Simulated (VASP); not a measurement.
Se:

```
CELL_PARAMETERS angstrom
4.36620 0.00000 0.00000
-2.18310 3.78124 0.00000
0.00000 0.00000 4.95360
ATOMIC_POSITIONS crystal
Se 0.22540 0.00000 0.33333
Se 0.00000 0.22540 0.66667
Se 0.77460 0.77460 0.00000
```

* Program: VASP 6.6.1
* Task: relaxation of volume and atoms at fixed shape
* Functional: r2SCAN
* Potentials or basis: VASP PAW PBE potentials, release 64 (Se)
* Cutoff: 600 eV
* k mesh: 5 × 5 × 4
* Occupations: fermi-dirac, width 0.02 eV
* Spin: no spin polarisation

At the start: pressure 1.3 GPa; volume 27.26 Å³/atom.

Q: How do energy, volume and symmetry change on relaxing?

A: Over 7 steps the energy falls by 4.5 meV/atom and the volume is 28.56 Å³/atom (+4.8 %); space group P3_121 (No. 152, to 0.1 Å) before and after.

The path:
| step | energy change (eV) | largest force (eV/Å) | pressure (GPa) | volume (Å³) |
| --- | --- | --- | --- | --- |
| 1 | 0.0000 | 0.0586 | 1.32 | 81.78 |
| 2 | -0.0037 | 0.2948 | -0.68 | 84.46 |
| 3 | -0.0065 | 0.1583 | 0.05 | 83.38 |
| 4 | -0.0095 | 0.1191 | 0.07 | 83.94 |
| 5 | -0.0124 | 0.0590 | 0.06 | 84.76 |
| 6 | -0.0129 | 0.0721 | 0.08 | 86.42 |
| 7 | -0.0136 | 0.0133 | 0.07 | 85.68 |

Final structure:
```
Se
1.0
     4.43453    0.00000    0.00000
    -2.21726    3.84041    0.00000
     0.00000    0.00000    5.03112
Se
3
Direct
  0.21973 0.00000 0.33333
  0.00000 0.21973 0.66667
  0.78027 0.78027 0.00000
```

Caveat: the PAW data sets were made with another functional, which shifts forces and pressure a little.
